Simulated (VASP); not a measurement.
# Bi2Se3 (Paraguanajuatite) (R-3m) in VASP: notebook

Aim: see how the results for Bi2Se3 (Paraguanajuatite) move with the level of theory and the settings. Levels: PBE+D3(BJ), BLYP+D4. Tasks: relaxation of cell and atoms.

Program: VASP 6.6.1. These are calculated values, not measurements. Logs are shortened: lines on timing, memory, paths and dates and some standing lists are left out, and cuts for length are marked.

## (1) The cell of the first run

It takes space group R-3m (No. 166, trigonal). The conventional cell has a = 4.143 Å, b = 4.143 Å, c = 28.636 Å, α = 90.00°, β = 90.00°, γ = 120.00°. Bi (site symmetry 3m) has 6 Se at 2.85 to 3.07 Å within 3.8 Å. Within 3.8 Å of Se (site symmetry 3m) lie 3 Bi at 2.85 Å and 3 Se at 3.52 Å. Within 4.0 Å of Se (site symmetry -3m) lie 6 Bi at 3.07 Å.

## (2) Relaxation of cell and atoms, PBE+D3(BJ)

Contents of INCAR:

```
SYSTEM = Bi2Se3
PREC = Accurate ; ENCUT = 600
EDIFF = 1E-7 ; ISMEAR = -1
SIGMA = 0.05 ; LREAL = .False.
LASPH = .True. ; NELM = 100
ALGO = Normal ; ISIF = 3
LWAVE = .False. ; LCHARG = .False.
GGA = PE ; IVDW = 12
IBRION = 2 ; NSW = 60
EDIFFG = -0.01 ; LUSENCCL = .False.
```

Contents of KPOINTS:

```
regular mesh
0
Gamma
  8 8 8
  0 0 0
```

Contents of POSCAR:

```
Bi2Se3
1.0
    2.0715000000      1.1959810826      9.5453333333
   -2.0715000000      1.1959810826      9.5453333333
    0.0000000000     -2.3919621653      9.5453333333
Bi Se
2 3
Direct
    0.5992000000      0.5992000000      0.5992000000
    0.4008000000      0.4008000000      0.4008000000
    0.7883000000      0.7883000000      0.7883000000
    0.2117000000      0.2117000000      0.2117000000
    0.0000000000      0.0000000000      0.0000000000
```

Potentials or basis: VASP PAW PBE potentials, release 64 (Bi_d, Se).

Run with:

```console
> cat potpaw_PBE.64/Bi_d/POTCAR potpaw_PBE.64/Se/POTCAR > POTCAR
> mpirun -np 1 vasp_std > vasp.out
```

OUTCAR:

```text
SYSTEM = Bi2Se3
   PREC = Accurate
   ENCUT = 600
   EDIFF = 1E-7
   ISMEAR = -1
   LREAL = .False.
   LASPH = .True.
   NELM = 100
   ISIF = 3
   GGA = PE
   IVDW = 12
   IBRION = 2
   NSW = 60
   EDIFFG = -0.01
 IVDW          = 12

 ion  position               nearest neighbor table
   1  0.599  0.599  0.599-   4 2.85   4 2.85   4 2.85   5 3.07   5 3.07   5 3.07
   2  0.401  0.401  0.401-   3 2.85   3 2.85   3 2.85   5 3.07   5 3.07   5 3.07
   3  0.788  0.788  0.788-   2 2.85   2 2.85   2 2.85
   4  0.212  0.212  0.212-   1 2.85   1 2.85   1 2.85
   5  0.000  0.000  0.000-   1 3.07   1 3.07   2 3.07   2 3.07   1 3.07   2 3.07

  LATTYP: Found a trigonal (rhomboedric) cell.
 ALAT       =     9.8404710987
 COS(alpha) =     0.9113725833

  Lattice vectors:

 A1 = (   2.0715000000,   1.1959810826,   9.5453333333)
 A2 = (  -2.0715000000,   1.1959810826,   9.5453333333)
 A3 = (   0.0000000000,  -2.3919621653,   9.5453333333)

Analysis of symmetry for initial positions (statically):
=====================================================================
 Subroutine PRICEL returns:
 Original cell was already a primitive cell.

 Routine SETGRP: Setting up the symmetry group for a
 trigonal (rhombohedral) supercell.

 Subroutine GETGRP returns: Found 12 space group operations
 (whereof 12 operations were pure point group operations)
 out of a pool of 12 trial point group operations.

The static configuration has the point symmetry D_3d.

Analysis of symmetry for dynamics (positions and initial velocities):
=====================================================================
 Subroutine PRICEL returns:
 Original cell was already a primitive cell.

 Routine SETGRP: Setting up the symmetry group for a
 trigonal (rhombohedral) supercell.

 Subroutine GETGRP returns: Found 12 space group operations
 (whereof 12 operations were pure point group operations)
 out of a pool of 12 trial point group operations.

The dynamic configuration has the point symmetry D_3d.

 Subroutine INISYM returns: Found 12 space group operations
 (whereof 12 operations are pure point group operations),
 and found     1 'primitive' translations

----------------------------------------------------------------------------------------

                                     Primitive cell

  volume of cell :     141.8899

  direct lattice vectors                    reciprocal lattice vectors
     2.071500000  1.195981083  9.545333333     0.241370987  0.139355604  0.034921078
    -2.071500000  1.195981083  9.545333333    -0.241370987  0.139355604  0.034921078
     0.000000000 -2.391962165  9.545333333     0.000000000 -0.278711209  0.034921078

  length of vectors
     9.840471099  9.840471099  9.840471099     0.280890405  0.280890405  0.280890405

  position of ions in fractional coordinates (direct lattice)
     0.599200000  0.599200000  0.599200000
     0.400800000  0.400800000  0.400800000
     0.788300000  0.788300000  0.788300000
     0.211700000  0.211700000  0.211700000
     0.000000000  0.000000000  0.000000000

  ion indices of the primitive-cell ions
   primitive index   ion index
                 1           1
                 2           2
                 3           3
                 4           4
                 5           5

----------------------------------------------------------------------------------------

 KPOINTS: regular mesh

Automatic generation of k-mesh.
 Grid dimensions read from file:
 generate k-points for:    8    8    8

 Generating k-lattice:

  Cartesian coordinates                     Fractional coordinates (reciprocal lattice)
     0.030171373  0.017419451  0.004365135     0.125000000  0.000000000  0.000000000
    -0.030171373  0.017419451  0.004365135     0.000000000  0.125000000  0.000000000
     0.000000000 -0.034838901  0.004365135     0.000000000  0.000000000  0.125000000

  Length of vectors
     0.035111301  0.035111301  0.035111301

  Shift w.r.t. Gamma in fractional coordinates (k-lattice)
     0.000000000  0.000000000  0.000000000

 Subroutine IBZKPT returns following result:
 ===========================================

 Found     65 irreducible k-points:

 Following reciprocal coordinates:
            Coordinates               Weight
  0.000000  0.000000  0.000000      1.000000
  0.125000  0.000000  0.000000      6.000000
  0.250000  0.000000  0.000000      6.000000
  0.375000  0.000000  0.000000      6.000000
  0.500000  0.000000  0.000000      3.000000
  0.125000  0.125000  0.000000      6.000000
[... 16 lines left out ...]
  0.250000  0.125000  0.125000      6.000000
  0.375000  0.125000  0.125000      6.000000
 [... further k-points ...]
   k-points           NKPTS =     65   k-points in BZ     NKDIM =     65   number of bands    NBANDS=     28
   number of dos      NEDOS =    301   number of ions     NIONS =      5
   total plane-waves  NPLWV = 512000
   dimension x,y,z NGX =    80 NGY =   80 NGZ =   80
   dimension x,y,z NGXF=   160 NGYF=  160 NGZF=  160
   ions per type =               2   3
   NGX,Y,Z   is equivalent  to a cutoff of  13.52, 13.52, 13.52 a.u.
   NGXF,Y,Z  is equivalent  to a cutoff of  27.03, 27.03, 27.03 a.u.
 SYSTEM =  Bi2Se3
   PREC   = accura    normal or accurate (medium, high low for compatibility)
   ISTART =      0    job   : 0-new  1-cont  2-samecut
   ICHARG =      2    charge: 1-file 2-atom 10-const
   ISPIN  =      1    spin polarized calculation?
   LNONCOLLINEAR =      F non collinear calculations
   LSORBIT =      F    spin-orbit coupling
   LASPH  =      T    aspherical Exc in radial PAW
   ENCUT  =  600.0 eV  44.10 Ry    6.64 a.u.  19.65 19.65 19.65*2*pi/ulx,y,z
   NELM   =    100;   NELMIN=  2; NELMDL= -5     # of ELM steps
   EDIFF  = 0.1E-06   stopping-criterion for ELM
   LREAL  =      F    real-space projection
   EDIFFG = -.1E-01   stopping-criterion for IOM
   NSW    =     60    number of steps for IOM
   IBRION =      2    ionic relax: 0-MD 1-quasi-New 2-CG
   NFREE  =      1    steps in history (QN), initial steepest desc. (CG)
   ISIF   =      3    stress and relaxation
   ISYM   =      2    0-nonsym 1-usesym 2-fastsym
   POTIM  = 0.5000    time-step for ionic-motion
   TEBEG  =    0.0;   TEEND  =   0.0 temperature during run
   PSTRESS=    0.0 pullay stress
   NELECT =      48.0000    total number of electrons
   NUPDOWN=      -1.0000    fix difference up-down
   EMIN   =  10.00;   EMAX   =-10.00  energy-range for DOS
   EFERMI =   0.00;   METHOD = LEGACY
   ISMEAR =    -1;   SIGMA  =   0.05  broadening in eV -4-tet -1-fermi 0-gaus
   EFERMI_NEDOS =   21; number of points for ismear=-14 and -15
   IALGO  =     38    algorithm
   IMIX   =      4    mixing-type and parameters
     AMIX     =   0.40;   BMIX     =  1.00
     AMIX_MAG =   1.60;   BMIX_MAG =  1.00
  volume/ion in A,a.u.               =      28.38       191.50
  Fermi-wavevector in a.u.,A,eV,Ry     =   1.140700  2.155610 17.703848  1.301196
  Thomas-Fermi vector in A             =   2.277401
   LORBIT       =      0    0 simple, 1 ext, 2 COOP (PROOUT), +10 PAW based schemes
   GGA     = PE    functional components
   LHFCALC =     F    Hartree Fock is set to
   AEXX    =    0.0000 exact exchange contribution
   IVDW    =    12    specifies the selected vdW correction
   LEPSILON=     F    determine dielectric tensor
   LRPA    =     F    only Hartree local field effects (RPA)
 conjugate gradient relaxation of ions
 non-spin polarized calculation
  energy-cutoff  :      600.00
  volume of cell :      141.89
 maximum number of plane-waves:      4758
   NGX = 39   NGY = 39   NGZ = 39

--------------------------------------- Ionic step        1  -------------------------------------------

 number of electron      47.9999997 magnetization

 Free energy of the ion-electron system (eV)
  ---------------------------------------------------
  ext. energy  EPLUGINS =         0.00000000
  ---------------------------------------------------
  free energy    TOTEN  =       -20.15518137 eV

  energy without entropy =      -20.15496915  energy(sigma->0) =      -20.15507526

------------------------ aborting loop because EDIFF is reached ----------------------------------------

 Edisp (eV)   -2.00207

 E8    (eV) :    -0.9059
[... 77 lines left out ...]
--------------------------------------- Ionic step        3  -------------------------------------------

 number of electron      48.0000000 magnetization

 E-fermi :   5.0221     XC(G=0):  -9.4763

 val. band max:        4.9180013384   @ k =   0.0000   0.0000   0.0000
 cond. band min:       5.1220958571   @ k =   0.0000   0.0000   0.0000
 fundamental gap:      0.2040945187
 Fermi energy:         5.0221154978

 k-point     1 :       0.0000    0.0000    0.0000
  band No.  band energies     occupation
      1     -18.2158      2.00000
      2     -18.2158      2.00000
      3     -18.2141      2.00000
      4     -18.2141      2.00000
      5     -18.2086      2.00000
      6     -18.2061      2.00000
[... 733 lines left out ...]
     27       6.9030      0.00000
     28       7.7242      0.00000

 [... further k-points ...]

------------------------ aborting loop because EDIFF is reached ----------------------------------------

 Edisp (eV)   -1.99149

 E8    (eV) :    -0.9011
[... 28 lines left out ...]
  FREE ENERGIE OF THE ION-ELECTRON SYSTEM (eV)
  ---------------------------------------------------
  free  energy   TOTEN  =       -22.1603310552 eV

  energy  without entropy=      -22.1601197592  energy(sigma->0) =      -22.16022541

[... ionic steps 4 to 9 ...]

--------------------------------------- Ionic step       10  -------------------------------------------

 number of electron      47.9999995 magnetization

------------------------ aborting loop because EDIFF is reached ----------------------------------------
[... 81 lines left out ...]
--------------------------------------- Ionic step       12  -------------------------------------------

 number of electron      47.9999995 magnetization

 Free energy of the ion-electron system (eV)
  ---------------------------------------------------
  ext. energy  EPLUGINS =         0.00000000
  ---------------------------------------------------
  free energy    TOTEN  =       -20.14781242 eV

  energy without entropy =      -20.14756085  energy(sigma->0) =      -20.14768664

 E-fermi :   5.1609     XC(G=0):  -9.5362

 val. band max:        5.0813692792   @ k =   0.0000   0.0000   0.0000
 cond. band min:       5.2368409354   @ k =   0.0000   0.0000   0.0000
 fundamental gap:      0.1554716562
 Fermi energy:         5.1609050460

 k-point     1 :       0.0000    0.0000    0.0000
  band No.  band energies     occupation
      1     -18.0934      2.00000
      2     -18.0934      2.00000
      3     -18.0916      2.00000
      4     -18.0916      2.00000
      5     -18.0859      2.00000
      6     -18.0833      2.00000
[... 733 lines left out ...]
     27       6.9993      0.00000
     28       7.8603      0.00000

 [... further k-points ...]

------------------------ aborting loop because EDIFF is reached ----------------------------------------

 Edisp (eV)   -2.01486

 E8    (eV) :    -0.9118
[... 28 lines left out ...]
  FREE ENERGIE OF THE ION-ELECTRON SYSTEM (eV)
  ---------------------------------------------------
  free  energy   TOTEN  =       -22.1626687531 eV

  energy  without entropy=      -22.1624171803  energy(sigma->0) =      -22.16254297

 reached required accuracy - stopping structural energy minimisation
```

It took 30 min on 1 × NVIDIA H100 80GB with 1 thread of AMD EPYC 7R13 (Zen 3), shared host; peak memory 1.9 GiB.

What came out:

```
Free energy                            : -22.1627 eV
Relaxed volume                         : 28.21 Å³/atom
Relaxed cell                           : a = 9.773 Å, b = 9.773 Å, c = 9.773 Å, α = 24.49°, β = 24.49°, γ = 24.49°
Space group after relaxing (to 0.05 Å) : R-3m (No. 166)
Energy gained by relaxing              : 1.1 meV/atom
Ionic steps                            : 12
Pressure after relaxing                : 0.0 GPa
Band gap on the k mesh                 : 0.16 eV, direct
Dispersion energy per atom             : -0.403 eV
```

Forces in eV/Å, atoms in the order of the input:
```
Bi   0.000  0.000  0.001
Bi   0.000  0.000 -0.001
Se   0.000  0.000  0.002
Se   0.000  0.000 -0.002
Se   0.000  0.000  0.000
```

Step by step:
```tsv
step	energy change (eV)	largest force (eV/Å)	pressure (GPa)	volume (Å³)
1	0.0000	0.1758	0.23	141.89
2	-0.0030	0.0223	-0.34	142.74
3	-0.0031	0.0427	-0.26	142.62
4	-0.0042	0.0293	-0.05	141.90
5	-0.0043	0.0264	0.00	141.75
6	-0.0044	0.0254	0.00	141.70
7	-0.0048	0.0225	0.01	141.54
8	-0.0053	0.0163	0.03	141.23
9	-0.0051	0.0223	0.06	140.61
10	-0.0054	0.0111	0.04	140.98
11	-0.0049	0.0446	-0.27	141.52
12	-0.0054	0.0025	0.00	141.06
```

Final structure:
```
Bi Se
1.0
     2.07304    1.19687    9.47555
    -2.07304    1.19687    9.47555
     0.00000   -2.39374    9.47555
Bi Se
2 3
Direct
  0.59910 0.59910 0.59910
  0.40090 0.40090 0.40090
  0.78957 0.78957 0.78957
  0.21043 0.21043 0.21043
  0.00000 0.00000 0.00000
```

Levels at points of the mesh, in eV from the valence-band top:
| k point | band 20 | band 21 | band 22 | band 23 | band 24 | band 25 | band 26 | band 27 | band 28 |
| --- | --- | --- | --- | --- | --- | --- | --- | --- | --- |
| (0.00, 0.00, 0.00) | -1.91 | -1.91 | -1.25 | -1.25 | 0.00 | 0.16 | 1.30 | 1.30 | 2.11 |
| (0.50, 0.00, 0.00) | -3.09 | -3.06 | -2.28 | -1.26 | -0.56 | 0.77 | 1.79 | 2.95 | 3.11 |
| (0.50, 0.50, 0.00) | -2.54 | -1.97 | -1.92 | -1.75 | -1.01 | 1.28 | 1.91 | 2.52 | 2.95 |
| (0.50, 0.50, 0.50) | -1.62 | -1.59 | -1.48 | -1.48 | -0.53 | 0.67 | 1.65 | 1.65 | 2.00 |

Caveat: spin-orbit coupling is left out, which moves the levels of the heavy elements. A k mesh can miss the band edges.

## (3) Relaxation of cell and atoms, BLYP+D4

Contents of INCAR:

```
SYSTEM = Bi2Se3
AGGAC = 1.0
AGGAX = 1.0
ALDAC = 0.0
ALDAX = 1.0
ALGO = Normal
EDIFF = 1E-6
EDIFFG = -0.01
ENCUT = 600
GGA = B5
IBRION = 2
ISIF = 3
ISMEAR = -1
IVDW = 13
LASPH = .True.
LCHARG = .False.
LREAL = .False.
LWAVE = .False.
NELM = 100
NSW = 60
PREC = Accurate
SIGMA = 0.05
VDW_A1 = 0.44488865
VDW_A2 = 4.0933009
VDW_S6 = 1.0
VDW_S8 = 2.34076671
```

Contents of KPOINTS:

```
k-points
0
Gamma
  8 8 8
  0 0 0
```

POSCAR is that of step 2.

Potentials or basis: VASP PAW PBE potentials, release 64 (Bi_d, Se).

Run with:

```console
> cat potpaw_PBE.64/Bi_d/POTCAR potpaw_PBE.64/Se/POTCAR > POTCAR
> mpirun -np 1 vasp_std > vasp.out
```

Run time: 1.8 h. Hardware: 1 thread of Intel Xeon 6975P-C (Granite Rapids), shared host; peak memory 1.2 GiB.

Results (log left out):

```
Free energy                            : -21.2865 eV
Relaxed volume                         : 28.79 Å³/atom
Relaxed cell                           : a = 9.744 Å, b = 9.744 Å, c = 9.744 Å, α = 24.88°, β = 24.88°, γ = 24.88°
Space group after relaxing (to 0.05 Å) : R-3m (No. 166)
Energy gained by relaxing              : 6.5 meV/atom
Ionic steps                            : 12
Pressure after relaxing                : 0.0 GPa
Band gap on the k mesh                 : 0.17 eV, direct
Dispersion energy per atom             : -0.819 eV
```

Forces in eV/Å, atoms in the order of the input:
```
Bi   0.000  0.000 -0.002
Bi   0.000  0.000  0.002
Se   0.000  0.000 -0.002
Se   0.000  0.000  0.002
Se   0.000  0.000  0.000
```

Step by step:
| step | energy change (eV) | largest force (eV/Å) | pressure (GPa) | volume (Å³) |
| --- | --- | --- | --- | --- |
| 1 | 0.0000 | 0.3563 | 1.77 | 141.89 |
| 2 | -0.0123 | 0.1397 | -1.30 | 148.44 |
| 3 | -0.0249 | 0.0678 | -0.08 | 145.65 |
| 4 | -0.0262 | 0.0648 | -0.07 | 145.49 |
| 5 | -0.0286 | 0.0673 | -0.02 | 144.99 |
| 6 | -0.0289 | 0.0856 | 0.02 | 144.74 |
| 7 | -0.0303 | 0.0566 | -0.01 | 144.67 |
| 8 | -0.0318 | 0.0255 | -0.11 | 144.49 |
| 9 | -0.0320 | 0.0294 | 0.20 | 143.55 |
| 10 | -0.0321 | 0.0281 | 0.08 | 143.93 |
| 11 | -0.0322 | 0.0280 | -0.05 | 144.01 |
| 12 | -0.0323 | 0.0023 | 0.01 | 143.97 |

Final structure:
```yaml
crystal:
  lattice:
    - [2.09855, 1.21160, 9.43739]
    - [-2.09855, 1.21160, 9.43739]
    - [0.00000, -2.42320, 9.43739]
  atoms:
    - { symbol: Bi, position: [0.59835, 0.59835, 0.59835] }
    - { symbol: Bi, position: [0.40165, 0.40165, 0.40165] }
    - { symbol: Se, position: [0.79040, 0.79040, 0.79040] }
    - { symbol: Se, position: [0.20960, 0.20960, 0.20960] }
    - { symbol: Se, position: [0.00000, 0.00000, 0.00000] }
```

Levels at points of the mesh, in eV from the valence-band top:
```
           k point  band 22  band 23  band 24  band 25  band 26  band 27
(0.00, 0.00, 0.00)    -1.19    -1.19     0.00     0.17     1.24     1.24
(0.50, 0.00, 0.00)    -2.15    -1.17    -0.48     0.80     1.75     2.98
(0.50, 0.50, 0.00)    -1.80    -1.68    -0.88     1.38     1.96     2.50
(0.50, 0.50, 0.50)    -1.42    -1.42    -0.51     0.71     1.62     1.62
```

Caveat: the PAW data sets were made with another functional, which shifts forces and pressure a little; spin-orbit coupling is left out, which moves the levels of the heavy elements. Zero-point motion and thermal expansion aren't in these numbers.
